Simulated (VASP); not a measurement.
Crystal: PtSe2 (Sudovikovite).

```
CELL_PARAMETERS angstrom
3.72400 0.00000 0.00000
-1.86200 3.22508 0.00000
0.00000 0.00000 5.06200
ATOMIC_POSITIONS crystal
Pt 0.00000 0.00000 0.00000
Se 0.66667 0.33333 0.75000
Se 0.33333 0.66667 0.25000
```

* Program: VASP 6.6.1
* Task: relaxation of cell and atoms
* Functional: BLYP
* Potentials or basis: VASP PAW PBE potentials, release 64 (Pt, Se)
* Cutoff: 600 eV
* k mesh: 8 × 8 × 5
* Occupations: fermi-dirac, width 0.05 eV
* Spin: no spin polarisation

At the start: pressure 15.3 GPa; volume 20.27 Å³/atom.

Where does the relaxation end?

Over 58 steps the energy falls by 158.4 meV/atom and the volume is 32.44 Å³/atom (+60.1 %); space group P-3m1 (No. 164, to 0.05 Å).

Step by step:
```tsv
step	energy change (eV)	largest force (eV/Å)	pressure (GPa)	volume (Å³)
1	0.0000	1.1001	15.32	60.80
3	-0.3191	0.3518	-0.14	68.01
5	-0.3196	0.2929	0.46	67.62
7	-0.3600	0.1697	0.31	69.71
9	-0.4065	0.6026	2.21	79.09
11	-0.4266	0.4364	1.03	81.67
13	-0.4406	0.1306	-0.91	87.03
15	-0.4639	0.0650	-0.41	88.46
17	-0.4724	0.0079	0.20	89.88
19	-0.4725	0.0324	0.01	90.25
21	-0.4728	0.0252	-0.04	90.54
23	-0.4728	0.0181	-0.09	90.80
25	-0.4729	0.0019	0.00	90.81
27	-0.4729	0.0101	0.04	90.81
29	-0.4730	0.0077	0.05	90.91
31	-0.4733	0.0012	0.10	91.31
33	-0.4734	0.0078	0.14	91.63
35	-0.4735	0.0296	0.02	92.00
37	-0.4735	0.0415	-0.04	92.21
39	-0.4737	0.0356	-0.04	92.47
41	-0.4741	0.0116	-0.06	93.48
43	-0.4742	0.0036	-0.06	94.05
45	-0.4744	0.0308	0.10	94.31
47	-0.4748	0.0109	0.09	95.28
49	-0.4750	0.0091	0.08	96.36
51	-0.4750	0.0297	-0.06	96.79
53	-0.4752	0.0123	-0.05	97.26
55	-0.4752	0.0034	-0.06	97.49
57	-0.4752	0.0168	0.09	97.23
58	-0.4752	0.0031	0.01	97.31
```

Final structure:
```
CELL_PARAMETERS angstrom
3.82590 0.00000 0.00000
-1.91295 3.31333 0.00000
0.00000 0.00000 7.67640
ATOMIC_POSITIONS crystal
Pt 0.00000 0.00000 0.00000
Se 0.66667 0.33333 0.82658
Se 0.33333 0.66667 0.17342
```

Caveat: the volume moved by over 15 % at a fixed basis, so the end points are rough; the PAW data sets were made with another functional, which shifts forces and pressure a little; this functional lacks dispersion, which binds the layers, so the pressure and a relaxed spacing across them are unreliable; the volume moved by +60 % from the deposited cell, more than functionals usually miss.
